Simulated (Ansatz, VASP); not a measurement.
C in VASP and in Ansatz

File INCAR:

```
SYSTEM = C
  PREC = Accurate
  ENCUT = 520
  EDIFF = 1E-6
  ISMEAR = 0
  SIGMA = 0.1
  LREAL = .FALSE.
  LASPH = .TRUE.
  NELM = 100
  ALGO = Normal
  ISIF = 2
  LWAVE = .FALSE.
  LCHARG = .FALSE.
  LDIPOL = .TRUE.
  IDIPOL = 3
  DIPOL = 0.5 0.5 0.500
  GGA = PE
  IVDW = 12
  NBANDS = 11
```

Contents of KPOINTS:

```
regular mesh
0
G
  21 21 1
  0 0 0
```

File POSCAR:

```
C
1.0
    2.3760000000      0.0000000000      0.0000000000
   -1.1880000000      2.0576763594      0.0000000000
    0.0000000000      0.0000000000     26.0024170307
C
2
Direct
    0.6666666667      0.3333333333      0.5137294929
    0.3333333333      0.6666666667      0.4862705071
```

Input for Ansatz:

```yaml
crystal:
  lattice:
    - [2.376, 0.0, 0.0]
    - [-1.188, 2.0576763594, 0.0]
    - [0.0, 0.0, 26.0024170307]
  atoms:
    - { symbol: C, position: [0.6666666667, 0.3333333333, 0.5137294929] }
    - { symbol: C, position: [0.3333333333, 0.6666666667, 0.4862705071] }
  periodic: [true, true, false]
basis:
  ecutwfc: 420
kpoints:
  mp_grid: { grid: [21, 21, 1] }
hamiltonian:
  xc: pbe
  pseudopotentials: { kind: paw, azcp: { folder: soft_1 } }
  dispersion: d3bj
scf:
  occupations: { method: gaussian, width: 0.1 }
output:
  forces: true
  stress: true
  eigenvalues: true
```

Alike in both runs: task single point; functional PBE; dispersion D3(BJ); k mesh 21 × 21 × 1; occupations gaussian, width 0.1 eV; no spin polarisation.

|  | VASP | Ansatz |
| --- | --- | --- |
| version | VASP 6.6.1 | Ansatz 0.2.0 |
| potentials or method | VASP PAW PBE potentials, release 64 (C), cutoff 520 eV | scalar-relativistic, plane waves, PAW |
| valence electrons in the cell | 8 | 8 |

```tsv
	VASP	Ansatz	Ansatz less VASP
gap on the k mesh at the Fermi level (eV)	none	none	-
rms of the force components (eV/Å)	5.938	5.953	+0.0143
```

Atom by atom the forces differ by 0.014 eV/Å (rms over components). A gap of «none» marks a metal or a gap that the smearing closes.
